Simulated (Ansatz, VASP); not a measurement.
Mg2Sn in VASP and in Ansatz

```
CELL_PARAMETERS angstrom
0.00000 3.37994 3.37994
3.37994 0.00000 3.37994
3.37994 3.37994 0.00000
ATOMIC_POSITIONS crystal
Sn 0.00000 0.00000 0.00000
Mg 0.25000 0.25000 0.25000
Mg 0.75000 0.75000 0.75000
```

Alike in both runs: task single point; functional HSE06; k mesh 4 × 4 × 4; occupations fermi-dirac, width 0.02 eV; no spin polarisation.

```csv
,VASP,Ansatz
version,VASP 6.6.1,Ansatz 0.2.0
potentials or method,"VASP PAW PBE potentials, release 64 (Sn_d, Mg)",plane waves
plane-wave cutoff (eV),520,420
valence electrons in the cell,18,34
```

|  | VASP | Ansatz | Ansatz less VASP |
| --- | --- | --- | --- |
| pressure (GPa) | -0.1 | 0.0 | +0.19 |

The functional is the same, so the differences come from potentials, cutoffs and numerics. VASP's potentials hold 18 valence electrons a cell and Ansatz's 34, so a difference there can come from the potentials and not from the codes. Ansatz's warnings: stress exchange threshold loose, stress scf threshold loose.
